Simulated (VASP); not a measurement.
# ZrSi4Pd (F-43m) in VASP: further runs, part 2 of 2

VASP 6.6.1. Earlier steps stand in the parts before.

### Step 3. Single point, PBE

This run uses another cell than the first one, of 15.10 Å³/atom, 1.005 times its volume.

Contents of INCAR:

```
  PREC = Accurate
  ENCUT = 520
  EDIFF = 1E-6
  ISMEAR = 0
  SIGMA = 0.1
  LREAL = False
  LASPH = True
  NELM = 60
  ALGO = Normal
  ISIF = 2
  LWAVE = False
  LCHARG = True
  GGA = PE
  LELF = True
  LVHAR = True
  NBANDS = 28
```

Contents of KPOINTS:

```
regular mesh
0
Gamma
  10 10 10
```

Contents of POSCAR:

```
ZrSi4Pd
1.0
    0.0000000000      3.5650779721      3.5650779721
    3.5650779721      0.0000000000      3.5650779721
    3.5650779721      3.5650779721      0.0000000000
Zr Si Pd
1 4 1
Direct
    0.2500000000      0.2500000000      0.2500000000
    0.6265206099      0.1204381702      0.6265206099
    0.6265206099      0.6265206099      0.6265206099
    0.1204381702      0.6265206099      0.6265206099
    0.6265206099      0.6265206099      0.1204381702
    0.0000000000      0.0000000000      0.0000000000
```

Potentials or basis: VASP PAW PBE potentials, release 64 (Zr_sv, Si, Pd).

Run with:

```bash
$ cat potpaw_PBE.64/Zr_sv/POTCAR potpaw_PBE.64/Si/POTCAR potpaw_PBE.64/Pd/POTCAR > POTCAR
$ mpirun -np 1 vasp_std > vasp.out
```

OUTCAR:

```text
PREC = Accurate
   ENCUT = 520
   EDIFF = 1E-6
   ISMEAR = 0
   LREAL = False
   LASPH = True
   NELM = 60
   ISIF = 2
   GGA = PE

 ion  position               nearest neighbor table
   1  0.250  0.250  0.250-   2 2.96   4 2.96   5 2.96   3 2.96   3 2.96   3 2.96   2 2.96   4 2.96
                             5 2.96   2 2.96   4 2.96   5 2.96   6 3.09   6 3.09   6 3.09   6 3.09
   2  0.627  0.120  0.627-   3 2.49   4 2.49   5 2.49   5 2.55   3 2.55   4 2.55   6 2.95   6 2.95
                             6 2.95   1 2.96   1 2.96   1 2.96
   3  0.627  0.627  0.627-   2 2.49   4 2.49   5 2.49   5 2.55   2 2.55   4 2.55   6 2.95   6 2.95
                             6 2.95   1 2.96   1 2.96   1 2.96
   4  0.120  0.627  0.627-   2 2.49   3 2.49   5 2.49   3 2.55   5 2.55   2 2.55   6 2.95   6 2.95
                             6 2.95   1 2.96   1 2.96   1 2.96
   5  0.627  0.627  0.120-   2 2.49   3 2.49   4 2.49   3 2.55   2 2.55   4 2.55   6 2.95   6 2.95
                             6 2.95   1 2.96   1 2.96   1 2.96
   6  0.000  0.000  0.000-   2 2.95   5 2.95   4 2.95   5 2.95   2 2.95   4 2.95   3 2.95   3 2.95
                             3 2.95   2 2.95   4 2.95   5 2.95   1 3.09   1 3.09   1 3.09   1 3.09

  LATTYP: Found a face centered cubic cell.
 ALAT       =     7.1301559442

  Lattice vectors:

 A1 = (   0.0000000000,   3.5650779721,   3.5650779721)
 A2 = (   3.5650779721,   0.0000000000,   3.5650779721)
 A3 = (   3.5650779721,   3.5650779721,   0.0000000000)

Analysis of symmetry for initial positions (statically):
[... 5 lines left out ...]
 face centered cubic supercell.

 Subroutine GETGRP returns: Found 24 space group operations
 (whereof 24 operations were pure point group operations)
 out of a pool of 48 trial point group operations.

The static configuration has the point symmetry T_d .

Analysis of symmetry for dynamics (positions and initial velocities):
[... 5 lines left out ...]
 face centered cubic supercell.

 Subroutine GETGRP returns: Found 24 space group operations
 (whereof 24 operations were pure point group operations)
 out of a pool of 48 trial point group operations.

The dynamic configuration has the point symmetry T_d .

 Subroutine INISYM returns: Found 24 space group operations
 (whereof 24 operations are pure point group operations),
 and found     1 'primitive' translations

----------------------------------------------------------------------------------------

                                     Primitive cell

  volume of cell :      90.6227

  direct lattice vectors                    reciprocal lattice vectors
     0.000000000  3.565077972  3.565077972    -0.140249387  0.140249387  0.140249387
     3.565077972  0.000000000  3.565077972     0.140249387 -0.140249387  0.140249387
     3.565077972  3.565077972  0.000000000     0.140249387  0.140249387 -0.140249387

  length of vectors
     5.041781619  5.041781619  5.041781619     0.242919064  0.242919064  0.242919064

  position of ions in fractional coordinates (direct lattice)
     0.250000000  0.250000000  0.250000000
     0.626520610  0.120438170  0.626520610
     0.626520610  0.626520610  0.626520610
     0.120438170  0.626520610  0.626520610
     0.626520610  0.626520610  0.120438170
     0.000000000  0.000000000  0.000000000

  ion indices of the primitive-cell ions
   primitive index   ion index
                 1           1
                 2           2
                 3           3
                 4           4
                 5           5
                 6           6

[... 28 lines left out ...]
  0.000000  0.000000  0.000000      1.000000
  0.100000  0.000000  0.000000      8.000000
  0.200000  0.000000  0.000000      8.000000
  0.300000  0.000000  0.000000      8.000000
  0.400000  0.000000  0.000000      8.000000
  0.500000  0.000000  0.000000      4.000000
[... 16 lines left out ...]
  0.300000  0.300000  0.000000      6.000000
  0.400000  0.300000  0.000000     24.000000
 [... further k-points ...]
   k-points           NKPTS =     47   k-points in BZ     NKDIM =     47   number of bands    NBANDS=     28
   number of dos      NEDOS =    301   number of ions     NIONS =      6
   total plane-waves  NPLWV =  64000
   dimension x,y,z NGX =    40 NGY =   40 NGZ =   40
   dimension x,y,z NGXF=    80 NGYF=   80 NGZF=   80
   ions per type =               1   4   1
   NGX,Y,Z   is equivalent  to a cutoff of  13.19, 13.19, 13.19 a.u.
   NGXF,Y,Z  is equivalent  to a cutoff of  26.38, 26.38, 26.38 a.u.
 SYSTEM =  unknown system
   PREC   = accura    normal or accurate (medium, high low for compatibility)
   ISTART =      0    job   : 0-new  1-cont  2-samecut
   ICHARG =      2    charge: 1-file 2-atom 10-const
   ISPIN  =      1    spin polarized calculation?
   LNONCOLLINEAR =      F non collinear calculations
   LSORBIT =      F    spin-orbit coupling
   LASPH  =      T    aspherical Exc in radial PAW
   ENCUT  =  520.0 eV  38.22 Ry    6.18 a.u.   9.37  9.37  9.37*2*pi/ulx,y,z
   NELM   =     60;   NELMIN=  2; NELMDL= -5     # of ELM steps
   EDIFF  = 0.1E-05   stopping-criterion for ELM
   LREAL  =      F    real-space projection
   EDIFFG = 0.1E-04   stopping-criterion for IOM
   NSW    =      0    number of steps for IOM
   IBRION =     -1    ionic relax: 0-MD 1-quasi-New 2-CG
   NFREE  =      0    steps in history (QN), initial steepest desc. (CG)
   ISIF   =      2    stress and relaxation
   ISYM   =      2    0-nonsym 1-usesym 2-fastsym
   POTIM  = 0.5000    time-step for ionic-motion
   TEBEG  =    0.0;   TEEND  =   0.0 temperature during run
   PSTRESS=    0.0 pullay stress
   NELECT =      38.0000    total number of electrons
   NUPDOWN=      -1.0000    fix difference up-down
   EMIN   =  10.00;   EMAX   =-10.00  energy-range for DOS
   EFERMI =   0.00;   METHOD = LEGACY
   ISMEAR =     0;   SIGMA  =   0.10  broadening in eV -4-tet -1-fermi 0-gaus
   EFERMI_NEDOS =   21; number of points for ismear=-14 and -15
   IALGO  =     38    algorithm
   IMIX   =      4    mixing-type and parameters
     AMIX     =   0.40;   BMIX     =  1.00
     AMIX_MAG =   1.60;   BMIX_MAG =  1.00
  volume/ion in A,a.u.               =      15.10       101.93
  Fermi-wavevector in a.u.,A,eV,Ry     =   1.225341  2.315559 20.428614  1.501461
  Thomas-Fermi vector in A             =   2.360383
   LORBIT       =      0    0 simple, 1 ext, 2 COOP (PROOUT), +10 PAW based schemes
   GGA     = PE    functional components
   LHFCALC =     F    Hartree Fock is set to
   AEXX    =    0.0000 exact exchange contribution
   IVDW    =     0    specifies the selected vdW correction
   LEPSILON=     F    determine dielectric tensor
   LRPA    =     F    only Hartree local field effects (RPA)
 non-spin polarized calculation
 Gauss-broadening in eV      SIGMA  =   0.10
  energy-cutoff  :      520.00
  volume of cell :       90.62
 maximum number of plane-waves:      2458
 NGX is ok and might be reduce to    40
   NGX = 19   NGY = 19   NGZ = 19

 number of electron      37.9999997 magnetization

 Free energy of the ion-electron system (eV)
  ---------------------------------------------------
  ext. energy  EPLUGINS =         0.00000000
  ---------------------------------------------------
  free energy    TOTEN  =       -36.20966058 eV

  energy without entropy =      -36.19602631  energy(sigma->0) =      -36.20284345

 E-fermi :  10.6793     XC(G=0): -11.7085

 val. band max:       10.6791465034   @ k =   0.2000   0.1000   0.0000
 cond. band min:      10.6818756987   @ k =   0.3000   0.0000   0.0000
 fundamental gap:      0.0027291953
 Fermi energy:        10.6792783721

 k-point     1 :       0.0000    0.0000    0.0000
  band No.  band energies     occupation
      1     -38.3797      2.00000
      2     -16.4586      2.00000
      3     -16.4586      2.00000
      4     -16.4586      2.00000
      5      -2.8526      2.00000
      6       3.3644      2.00000
[... 733 lines left out ...]
     27      15.2222      0.00000
     28      15.9689      0.00000

 [... further k-points ...]
[... 5 lines left out ...]
  --------------------------------------------------------------------------------------
  -------------------------------------------------------------------------------------
  Total       -0.0286177     -0.0286177     -0.0286177      0.0000000      0.0000000      0.0000000
  in kB       -0.5059513     -0.5059513     -0.5059513      0.0000000      0.0000000      0.0000000
  external PRESSURE =      -0.5059513 kB  Pullay stress =       0.0000000 kB

 VOLUME and BASIS-vectors are now :
 -----------------------------------------------------------------------------
  energy-cutoff  :      520.00
  volume of cell :       90.62
      direct lattice vectors                 reciprocal lattice vectors
     0.000000000  3.565077972  3.565077972    -0.140249387  0.140249387  0.140249387
     3.565077972  0.000000000  3.565077972     0.140249387 -0.140249387  0.140249387
     3.565077972  3.565077972  0.000000000     0.140249387  0.140249387 -0.140249387

 POSITION                                       TOTAL-FORCE (eV/Angst)
 -----------------------------------------------------------------------------------
      1.78254      1.78254      1.78254         0.000000      0.000000      0.000000
      2.66297      4.46719      2.66297        -0.000345      0.000345     -0.000345
      4.46719      4.46719      4.46719         0.000345      0.000345      0.000345
      4.46719      2.66297      2.66297         0.000345     -0.000345     -0.000345
      2.66297      2.66297      4.46719        -0.000345     -0.000345      0.000345
      0.00000      0.00000      0.00000         0.000000      0.000000      0.000000
 -----------------------------------------------------------------------------------
    total drift:                               -0.000000     -0.000000      0.000000

  FREE ENERGIE OF THE ION-ELECTRON SYSTEM (eV)
  ---------------------------------------------------
  free  energy   TOTEN  =       -36.2096605844 eV

  energy  without entropy=      -36.1960263071  energy(sigma->0) =      -36.20284345
```

It took 92 s on 1 thread of Intel Xeon 6975P-C (Granite Rapids), shared host; peak memory 0.31 GiB.

What came out:

| Quantity | Value |
| --- | --- |
| Free energy | -36.2097 eV |
| Pressure | -0.1 GPa |
| Band gap on the k mesh | zero (band 19 reaches 11.21 eV, above the bottom of band 20 at 9.94 eV) |
